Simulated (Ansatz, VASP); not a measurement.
# BAs in VASP and in Ansatz

File INCAR:

```
  PREC = Accurate
  ENCUT = 520
  EDIFF = 1E-6
  ISMEAR = 0
  SIGMA = 0.05
  LREAL = False
  LASPH = True
  NELM = 100
  ALGO = Normal
  ISIF = 2
  LWAVE = False
  LCHARG = True
  GGA = PS
  LELF = True
  LVHAR = True
  NBANDS = 11
```

KPOINTS

```
Automatic mesh
0
Gamma
  12 12 12
```

The input POSCAR:

```
BAs
1.0
    0.0000000000      2.6811355699      1.8955628479
    2.6811355699      0.0000000000      1.8955628479
    2.6811355699      2.6811355699      0.0000000000
B As
1 1
Direct
    0.0000000000      0.0000000000      0.0000000000
    0.7500000000      0.7500000000      0.7500000000
```

Input for Ansatz:

```yaml
crystal:
  lattice:
    - [0.0, 2.6811355699, 1.8955628479]
    - [2.6811355699, 0.0, 1.8955628479]
    - [2.6811355699, 2.6811355699, 0.0]
  atoms:
    - { symbol: B, position: [0.0, 0.0, 0.0] }
    - { symbol: As, position: [0.75, 0.75, 0.75] }
basis:
  ecutwfc: 420
kpoints:
  mp_grid: { grid: [12, 12, 12] }
hamiltonian:
  xc: pbesol
scf:
  occupations: { method: gaussian, width: 0.05 }
output:
  forces: true
  stress: true
  eigenvalues: true
```

Alike in both runs: task single point; functional PBEsol; k mesh 12 × 12 × 12; occupations gaussian, width 0.05 eV; no spin polarisation.

|  | VASP | Ansatz |
| --- | --- | --- |
| version | VASP 6.6.1 | Ansatz 0.2.0 |
| potentials or method | VASP PAW PBE potentials, release 64 (B, As), cutoff 520 eV | scalar-relativistic, plane waves, PAW |
| valence electrons in the cell | 8 | 18 |

VASP gave:

- gap on the k mesh at the Fermi level (eV): none
- pressure (GPa): -3.8
- traceless stress, the component that is largest in VASP (GPa): 20.10

Task: What did Ansatz give for the same quantities?

Result: gap on the k mesh at the Fermi level (eV): none; pressure (GPa): -4.5; traceless stress, the component that is largest in VASP (GPa): 20.38.

VASP's potentials were made for PBE, not for PBEsol. A gap of «none» marks a metal or a gap that the smearing closes. With one functional, cell and mesh, what is left measures potentials, basis and numerics. VASP's potentials hold 8 valence electrons a cell and Ansatz's 18, so a difference there can come from the potentials and not from the codes.
